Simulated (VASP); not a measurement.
HgTe (rocksalt type):

```
CELL_PARAMETERS angstrom
0.00000 2.97835 2.97835
2.97835 0.00000 2.97835
2.97835 2.97835 0.00000
ATOMIC_POSITIONS crystal
Hg 0.00000 0.00000 0.00000
Te 0.50000 0.50000 0.50000
```

| Property | Result |
| --- | --- |
| Program | VASP 6.6.1 |
| Task | relaxation of cell and atoms |
| Functional | PBE |
| Potentials or basis | VASP PAW PBE potentials, release 64 (Hg, Te) |
| Cutoff | 600 eV |
| k mesh | 12 × 12 × 12 |
| Occupations | fermi-dirac, width 0.1 eV |
| Spin | no spin polarisation |

At the start: pressure 5.7 GPa; volume 26.42 Å³/atom.

Q: How do energy, volume and symmetry change on relaxing?

A: Over 5 steps the energy falls by 43.2 meV/atom and the volume is 29.09 Å³/atom (+10.1 %); space group Fm-3m (No. 225, to 0.1 Å) before and after.

Step by step:
| step | energy change (eV) | largest force (eV/Å) | pressure (GPa) | volume (Å³) |
| --- | --- | --- | --- | --- |
| 1 | 0.0000 | 0.0000 | 5.75 | 52.84 |
| 2 | -0.0750 | 0.0000 | -1.56 | 60.42 |
| 3 | -0.0864 | 0.0000 | 0.03 | 58.15 |
| 4 | -0.0864 | 0.0000 | -0.06 | 58.26 |
| 5 | -0.0864 | 0.0000 | 0.00 | 58.17 |

Final structure:
```
Hg Te
1.0
     0.00000    3.07540    3.07540
     3.07540    0.00000    3.07540
     3.07540    3.07540    0.00000
Hg Te
1 1
Direct
  0.00000 0.00000 0.00000
  0.50000 0.50000 0.50000
```
